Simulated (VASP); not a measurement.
# Ta3Si5C5N3 in VASP: single point with PBE

Aim: the single point of Ta3Si5C5N3 with PBE.

Program: VASP 6.6.1. These are calculated values, not measurements. Logs are shortened: lines on timing, memory, paths and dates and some standing lists are left out, and cuts for length are marked.

## (1) The cell of the first run

The cell holds a disordered packing, 16 atoms: a = 5.679 Å, b = 5.790 Å, c = 6.204 Å, α = 89.46°, β = 96.13°, γ = 97.80°.

## (2) Single point, PBE

INCAR reads:

```
  PREC = Accurate
  ENCUT = 520
  EDIFF = 1E-7
  ISMEAR = 0
  SIGMA = 0.1
  LREAL = Auto
  LASPH = T
  NELM = 80
  ALGO = Normal
  ISIF = 2
  LWAVE = F
  LCHARG = F
  GGA = PE
  NBANDS = 58
  ISYM = 0
```

KPOINTS reads:

```
Automatic mesh
0
Gamma
  3 2 2
  0 0.5 0.5
```

POSCAR reads:

```
Ta3Si5C5N3
1.0
    5.6587677156     -0.3771723852     -0.3017033362
   -0.4024613106      5.7760117338      0.0301226142
   -0.3340507358      0.0033510077      6.1950063596
Si C Ta N
5 5 3 3
Direct
    0.5537890990      0.4749075290      0.0383246607
    0.7861471860      0.3515283511      0.3438372702
    0.1547865308      0.4680074298      0.0951720679
    0.7527065154      0.3380264381      0.7259300354
    0.2334996173      1.0159182744      0.9530321702
    0.3836449414      0.9160557332      0.6246253022
    0.0135801400      0.1599221792      0.0907414260
    0.0209592205      0.5657964578      0.8098817349
    0.0618787036      0.5724551142      0.3493040409
    0.2762726659      0.1300441469      0.6275895149
    0.3271970300      0.5250839444      0.6289353721
    0.9734494689      0.8660530720      0.5320494248
    0.6864764657      0.9549243257      0.9322838001
    0.5763626204      0.8132353904      0.5690825001
    0.9807620967      0.7953102144      0.8665481586
    0.8664353401      0.0694930152      0.2588764586
```

Potentials or basis: VASP PAW PBE potentials, release 64 (Si, C, Ta_pv, N).

Started as:

```bash
> cat potpaw_PBE.64/Si/POTCAR potpaw_PBE.64/C/POTCAR potpaw_PBE.64/Ta_pv/POTCAR potpaw_PBE.64/N/POTCAR > POTCAR
> mpirun -np 1 vasp_std > vasp.out
```

OUTCAR:

```text
PREC = Accurate
   ENCUT = 520
   EDIFF = 1E-7
   ISMEAR = 0
   LREAL = Auto
   LASPH = T
   NELM = 80
   ISIF = 2
   GGA = PE
   ISYM = 0

 ion  position               nearest neighbor table
   1  0.554  0.475  0.038-   3 2.33   2 2.35   4 2.53  11 2.75  13 2.87   5 3.03  13 3.29
   2  0.786  0.352  0.344-  16 1.85   9 1.88   1 2.35   4 2.40   7 2.49   3 2.74  12 3.21  12 3.30

   3  0.155  0.468  0.095-   9 1.85   7 1.85   8 1.96   1 2.33   2 2.74   5 2.88   4 3.08  11 3.15
                            11 3.36
   4  0.753  0.338  0.726-   8 1.91   2 2.40   1 2.53  13 2.55  11 2.79   3 3.08
   5  0.233  0.016  0.953-  15 1.82   7 1.87  10 2.15   6 2.40  13 2.66   3 2.88  12 2.94   1 3.03
                            13 3.07
   6  0.384  0.916  0.625-  14 1.39  10 1.45  11 2.24  12 2.32   5 2.40  13 2.42
   7  0.014  0.160  0.091-  16 1.46   3 1.85   5 1.87  13 2.20   2 2.49
   8  0.021  0.566  0.810-  15 1.43   4 1.91   3 1.96  11 2.21  12 2.46
   9  0.062  0.572  0.349-   3 1.85   2 1.88  12 2.19  11 2.21
  10  0.276  0.130  0.628-   6 1.45   5 2.15  12 2.18  11 2.27
  11  0.327  0.525  0.629-  14 2.09   8 2.21   9 2.21   6 2.24  10 2.27   1 2.75   4 2.79  12 3.02
                             3 3.15   3 3.36  13 3.43
  12  0.973  0.866  0.532-  15 2.11  16 2.14  10 2.18   9 2.19  14 2.27   6 2.32   8 2.46   5 2.94
                            11 3.02  13 3.19   2 3.21   2 3.30
  13  0.686  0.955  0.932-  15 2.09   7 2.20  16 2.23  14 2.40   6 2.42   4 2.55   5 2.66   1 2.87
                             5 3.07  12 3.19   1 3.29  11 3.43
  14  0.576  0.813  0.569-   6 1.39  11 2.09  12 2.27  13 2.40
  15  0.981  0.795  0.867-   8 1.43   5 1.82  13 2.09  12 2.11
  16  0.866  0.069  0.259-   7 1.46   2 1.85  12 2.14  13 2.23

IMPORTANT INFORMATION: All symmetrisations will be switched off!
NOSYMM: (Re-)initialisation of all symmetry stuff for point group C_1.

----------------------------------------------------------------------------------------

                                     Primitive cell

  volume of cell :     200.9656

  direct lattice vectors                    reciprocal lattice vectors
     5.658767716 -0.377172385 -0.301703336     0.178052033  0.012356285  0.009594341
    -0.402461311  5.776011734  0.030122614     0.011621763  0.173936847  0.000532589
    -0.334050736  0.003351008  6.195006360     0.008614812 -0.000243987  0.161885000

  length of vectors
     5.679342917  5.790094475  6.204007166     0.178737952  0.174325488  0.162114242

  position of ions in fractional coordinates (direct lattice)
     0.553789099  0.474907529  0.038324661
     0.786147186  0.351528351  0.343837270
     0.154786531  0.468007430  0.095172068
     0.752706515  0.338026438  0.725930035
     0.233499617  0.015918274  0.953032170
     0.383644941  0.916055733  0.624625302
[... 8 lines left out ...]
     0.980762097  0.795310214  0.866548159
     0.866435340  0.069493015  0.258876459

  ion indices of the primitive-cell ions
   primitive index   ion index
                 1           1
                 2           2
                 3           3
                 4           4
                 5           5
                 6           6
[... 8 lines left out ...]
                15          15
                16          16

----------------------------------------------------------------------------------------

 KPOINTS: Automatic mesh

Automatic generation of k-mesh.
 Grid dimensions read from file:
 generate k-points for:    3    2    2

 Generating k-lattice:

  Cartesian coordinates                     Fractional coordinates (reciprocal lattice)
     0.059350678  0.004118762  0.003198114     0.333333333 -0.000000000  0.000000000
     0.005810882  0.086968423  0.000266295    -0.000000000  0.500000000  0.000000000
     0.004307406 -0.000121993  0.080942500     0.000000000 -0.000000000  0.500000000

  Length of vectors
     0.059579317  0.087162744  0.081057121

  Shift w.r.t. Gamma in fractional coordinates (k-lattice)
     0.000000000  0.500000000  0.500000000

 Subroutine IBZKPT returns following result:
 ===========================================

 Found      6 irreducible k-points:

 Following reciprocal coordinates:
            Coordinates               Weight
  0.000000  0.250000  0.250000      2.000000
  0.333333  0.250000  0.250000      2.000000
 -0.333333  0.250000  0.250000      2.000000
  0.000000 -0.250000  0.250000      2.000000
  0.333333 -0.250000  0.250000      2.000000
 -0.333333 -0.250000  0.250000      2.000000
   k-points           NKPTS =      6   k-points in BZ     NKDIM =      6   number of bands    NBANDS=     58
   number of dos      NEDOS =    301   number of ions     NIONS =     16
   total plane-waves  NPLWV =  96768
   dimension x,y,z NGX =    42 NGY =   48 NGZ =   48
   dimension x,y,z NGXF=    84 NGYF=   96 NGZF=   96
   ions per type =               5   5   3   3
   NGX,Y,Z   is equivalent  to a cutoff of  12.29, 13.78, 12.86 a.u.
   NGXF,Y,Z  is equivalent  to a cutoff of  24.59, 27.56, 25.72 a.u.
 SYSTEM =  unknown system
   PREC   = accura    normal or accurate (medium, high low for compatibility)
   ISTART =      0    job   : 0-new  1-cont  2-samecut
   ICHARG =      2    charge: 1-file 2-atom 10-const
   ISPIN  =      1    spin polarized calculation?
   LNONCOLLINEAR =      F non collinear calculations
   LSORBIT =      F    spin-orbit coupling
   LASPH  =      T    aspherical Exc in radial PAW
   ENCUT  =  520.0 eV  38.22 Ry    6.18 a.u.  10.56 10.77 11.54*2*pi/ulx,y,z
   NELM   =     80;   NELMIN=  2; NELMDL= -5     # of ELM steps
   EDIFF  = 0.1E-06   stopping-criterion for ELM
   LREAL  =      T    real-space projection
   EDIFFG = 0.1E-05   stopping-criterion for IOM
   NSW    =      0    number of steps for IOM
   IBRION =     -1    ionic relax: 0-MD 1-quasi-New 2-CG
   NFREE  =      0    steps in history (QN), initial steepest desc. (CG)
   ISIF   =      2    stress and relaxation
   ISYM   =      0    0-nonsym 1-usesym 2-fastsym
   POTIM  = 0.5000    time-step for ionic-motion
   TEBEG  =    0.0;   TEEND  =   0.0 temperature during run
   PSTRESS=    0.0 pullay stress
   NELECT =      88.0000    total number of electrons
   NUPDOWN=      -1.0000    fix difference up-down
   EMIN   =  10.00;   EMAX   =-10.00  energy-range for DOS
   EFERMI =   0.00;   METHOD = LEGACY
   ISMEAR =     0;   SIGMA  =   0.10  broadening in eV -4-tet -1-fermi 0-gaus
   EFERMI_NEDOS =   21; number of points for ismear=-14 and -15
   IALGO  =     38    algorithm
   IMIX   =      4    mixing-type and parameters
     AMIX     =   0.40;   BMIX     =  1.00
     AMIX_MAG =   1.60;   BMIX_MAG =  1.00
  volume/ion in A,a.u.               =      12.56        84.76
  Fermi-wavevector in a.u.,A,eV,Ry     =   1.243164  2.349240 21.027223  1.545457
  Thomas-Fermi vector in A             =   2.377487
   LORBIT       =      0    0 simple, 1 ext, 2 COOP (PROOUT), +10 PAW based schemes
   GGA     = PE    functional components
   LHFCALC =     F    Hartree Fock is set to
   AEXX    =    0.0000 exact exchange contribution
   IVDW    =     0    specifies the selected vdW correction
   LEPSILON=     F    determine dielectric tensor
   LRPA    =     F    only Hartree local field effects (RPA)
 non-spin polarized calculation
 Gauss-broadening in eV      SIGMA  =   0.10
  energy-cutoff  :      520.00
  volume of cell :      200.97
 maximum number of plane-waves:      5419
 NGX is ok and might be reduce to    42
   NGX = 21   NGY = 21   NGZ = 23

 number of electron      88.0000003 magnetization

 Free energy of the ion-electron system (eV)
  ---------------------------------------------------
  ext. energy  EPLUGINS =         0.00000000
  ---------------------------------------------------
  free energy    TOTEN  =      -129.64464513 eV

  energy without entropy =     -129.64104423  energy(sigma->0) =     -129.64284468

 E-fermi :   6.9170     XC(G=0): -11.1359

 val. band max:        6.7865029305   @ k =   0.0000   0.2500   0.2500
 cond. band min:       7.0523001954   @ k =  -0.3333   0.2500   0.2500
 fundamental gap:      0.2657972649
 Fermi energy:         6.9170456934

 k-point     1 :       0.0000    0.2500    0.2500
  band No.  band energies     occupation
      1     -28.8390      2.00000
      2     -28.7033      2.00000
      3     -28.5382      2.00000
      4     -28.4211      2.00000
      5     -28.3511      2.00000
      6     -28.3271      2.00000
[... 48 lines left out ...]
     55      10.5634      0.00000
     56      10.7074      0.00000

 k-point     2 :       0.3333    0.2500    0.2500
  band No.  band energies     occupation
      1     -28.8397      2.00000
      2     -28.7055      2.00000
      3     -28.5383      2.00000
      4     -28.4176      2.00000
      5     -28.3517      2.00000
      6     -28.3291      2.00000
[... 48 lines left out ...]
     55      10.2891      0.00000
     56      10.5273      0.00000

 k-point     3 :      -0.3333    0.2500    0.2500
  band No.  band energies     occupation
      1     -28.8398      2.00000
      2     -28.7061      2.00000
      3     -28.5382      2.00000
      4     -28.4171      2.00000
      5     -28.3510      2.00000
      6     -28.3296      2.00000
[... 48 lines left out ...]
     55      10.1835      0.00000
     56      10.6184      0.00000

 k-point     4 :       0.0000   -0.2500    0.2500
  band No.  band energies     occupation
      1     -28.8390      2.00000
      2     -28.7033      2.00000
      3     -28.5381      2.00000
      4     -28.4211      2.00000
      5     -28.3512      2.00000
      6     -28.3269      2.00000
[... 48 lines left out ...]
     55      10.2878      0.00000
     56      10.5783      0.00000

 k-point     5 :       0.3333   -0.2500    0.2500
  band No.  band energies     occupation
      1     -28.8398      2.00000
      2     -28.7056      2.00000
      3     -28.5382      2.00000
      4     -28.4181      2.00000
      5     -28.3508      2.00000
      6     -28.3292      2.00000
[... 48 lines left out ...]
     55      10.0373      0.00000
     56      10.5788      0.00000

 k-point     6 :      -0.3333   -0.2500    0.2500
  band No.  band energies     occupation
      1     -28.8396      2.00000
      2     -28.7060      2.00000
      3     -28.5383      2.00000
      4     -28.4165      2.00000
      5     -28.3520      2.00000
      6     -28.3293      2.00000
[... 48 lines left out ...]
     55      10.4166      0.00000
     56      10.5656      0.00000
 [bands above 56 left out]

------------------------ aborting loop because EDIFF is reached ----------------------------------------

  FORCE on cell =-STRESS in cart. coord.  units (eV):
  Direction    XX          YY          ZZ          XY          YZ          ZX
  --------------------------------------------------------------------------------------
  -------------------------------------------------------------------------------------
  Total        0.1578746      0.3650859      0.1776390      0.0018273      0.0430832     -0.0582455
  in kB        1.2586393      2.9106095      1.4162089      0.0145683      0.3434767     -0.4643564
  external PRESSURE =       1.8618192 kB  Pullay stress =       0.0000000 kB

 VOLUME and BASIS-vectors are now :
 -----------------------------------------------------------------------------
  energy-cutoff  :      520.00
  volume of cell :      200.97
      direct lattice vectors                 reciprocal lattice vectors
     5.658767716 -0.377172385 -0.301703336     0.178052033  0.012356285  0.009594341
    -0.402461311  5.776011734  0.030122614     0.011621763  0.173936847  0.000532589
    -0.334050736  0.003351008  6.195006360     0.008614812 -0.000243987  0.161885000

 POSITION                                       TOTAL-FORCE (eV/Angst)
 -----------------------------------------------------------------------------------
      2.92983      2.53433      0.08465        -0.028174     -0.004939      0.020155
      4.19229      1.73507      1.90348        -0.004140     -0.015020      0.008321
      0.65575      2.64515      0.55699         0.015453     -0.011969      0.006432
      3.88085      1.67098      4.28023        -0.016168     -0.021859     -0.035693
      0.99655      0.00707      5.83407        -0.005648      0.009547      0.001467
      1.59362      5.14854      3.78140        -0.015038      0.050728     -0.007073
[... 8 lines left out ...]
      4.94035      4.22671      5.09633        -0.003773      0.036854      0.062669
      4.78851      0.07546      1.34443        -0.001299      0.011388      0.042496
 -----------------------------------------------------------------------------------
    total drift:                                0.002345      0.004499     -0.001349

  FREE ENERGIE OF THE ION-ELECTRON SYSTEM (eV)
  ---------------------------------------------------
  free  energy   TOTEN  =      -129.6446451284 eV

  energy  without entropy=     -129.6410442250  energy(sigma->0) =     -129.64284468
```

It took 2.3 min on 1 thread of Intel Xeon Platinum 8259CL at 2.50GHz (Skylake/Cascade Lake), shared host; peak memory 0.32 GiB.

Results:

- Free energy: -129.6446 eV
- Pressure: 0.2 GPa
- Largest force: 0.077 eV/Å
- Band gap on the k mesh: 0.27 eV (least direct gap 0.44 eV)

Forces in eV/Å, atoms in the order of the input:
```
Si  -0.028 -0.005  0.020
Si  -0.004 -0.015  0.008
Si   0.015 -0.012  0.006
Si  -0.016 -0.022 -0.036
Si  -0.006  0.010  0.001
C   -0.015  0.051 -0.007
C    0.048  0.019 -0.028
C   -0.006 -0.046  0.018
C    0.003 -0.001 -0.005
C   -0.016  0.037  0.012
Ta   0.020 -0.074  0.005
Ta  -0.020  0.010 -0.069
Ta  -0.034  0.002 -0.016
N    0.064 -0.001 -0.017
N   -0.004  0.037  0.063
N   -0.001  0.011  0.042
```

Caveat: the k points lie up to 0.55 Å⁻¹ apart; spin-orbit coupling is left out, which moves the levels of the heavy elements.
